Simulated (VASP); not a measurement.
Input of a VASP 6.6.1 run:

The input INCAR:

```
PREC = Accurate ; ENCUT = 600
EDIFF = 1E-7 ; ISMEAR = -1
SIGMA = 0.1 ; LREAL = F
LASPH = T ; NELM = 150
ALGO = Normal ; ISIF = 3
LWAVE = F ; LCHARG = F
ISPIN = 2 ; MAGMOM = 7 0
LORBIT = 11 ; LMAXMIX = 6
GGA = PS ; IBRION = 2
NSW = 80 ; EDIFFG = -0.03
```

The input KPOINTS:

```
regular mesh
0
Gamma
  6 6 6
```

The input POSCAR:

```
GdAl
1.0
    3.6279641300      0.0000000000      0.0000000000
    0.0000000000      3.6279641300      0.0000000000
    0.0000000000      0.0000000000      3.6279641300
Gd Al
1 1
Direct
    0.0000000000      0.0000000000      0.0000000000
    0.5000000000      0.5000000000      0.5000000000
```

Potentials or basis: VASP PAW PBE potentials, release 64 (Gd, Al).

Launch:

```sh
$ cat potpaw_PBE.64/Gd/POTCAR potpaw_PBE.64/Al/POTCAR > POTCAR
$ mpirun -np 1 vasp_std > vasp.out
```

Question: What does it give for the site moments?

Answer: Gd +6.80; Al -0.03 μB.

Question: What does it give for the space group after relaxing (to 0.1 Å)?

Answer: Pm-3m (No. 221).

Question: What does it give for the net moment?

Answer: 7.02 μB per cell.

Question: Predict the relaxed cell.

Answer: a = 3.585 Å, b = 3.585 Å, c = 3.585 Å, α = 90.00°, β = 90.00°, γ = 90.00°.

Final structure:
```
Gd Al
1.0
     3.58475    0.00000    0.00000
     0.00000    3.58475    0.00000
     0.00000    0.00000    3.58475
Gd Al
1 1
Direct
  0.00000 0.00000 0.00000
  0.50000 0.50000 0.50000
```

 The state reached can hang on the start; a lower one may exist.
